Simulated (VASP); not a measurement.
A run of VASP 6.6.1:

File POSCAR:

```
Na
1.0
    6.7236344615      0.0000000000      0.0000000000
    0.0000000000      6.7236344615      0.0000000000
    0.0000000000      0.0000000000      6.7236344615
Na
8
Direct
    0.0000000000      0.0000000000      0.0000000000
    0.5000000000      0.2500000000      0.0000000000
    0.5000000000      0.7500000000      0.0000000000
    0.0000000000      0.5000000000      0.2500000000
    0.2500000000      0.0000000000      0.5000000000
    0.7500000000      0.0000000000      0.5000000000
    0.5000000000      0.5000000000      0.5000000000
    0.0000000000      0.5000000000      0.7500000000
```

The input INCAR.step1:

```
SYSTEM = Na
PREC = Accurate ; ENCUT = 520
ISMEAR = 0 ; SIGMA = 0.1
LREAL = .False. ; LASPH = .True.
NELM = 100 ; NBANDS = 38
GGA = PE ; ALGO = Normal
EDIFF = 1E-4 ; LWAVE = .True.
LCHARG = .False.
```

The input INCAR.step2:

```
SYSTEM = Na
PREC = Accurate ; ENCUT = 520
EDIFF = 1E-6 ; ISMEAR = 0
SIGMA = 0.1 ; LREAL = .False.
LASPH = .True. ; NELM = 100
ALGO = Normal ; ISIF = 2
LWAVE = .False. ; LCHARG = .False.
METAGGA = R2SCAN ; LMIXTAU = .True.
NBANDS = 38 ; ISTART = 1
```

KPOINTS

```
regular mesh
0
Gamma
  6 6 6
  0 0 0
```

Potentials or basis: VASP PAW PBE potentials, release 64 (Na_pv).

Run with:

```console
$ cat potpaw_PBE.64/Na_pv/POTCAR > POTCAR
$ cp INCAR.step1 INCAR
$ mpirun -np 1 vasp_std > vasp.out
$ cp INCAR.step2 INCAR
$ mpirun -np 1 vasp_std > vasp.out
```

Hardware: 1 thread of Intel(R) Xeon(R) Platinum 8488C (Sapphire Rapids) (shared host).

Q: Estimate the wall time of this run.

A: It took 9.4 min on 1 thread of Intel(R) Xeon(R) Platinum 8488C (Sapphire Rapids), on a shared host, peak memory 0.43 GiB. Counts: k points 20.
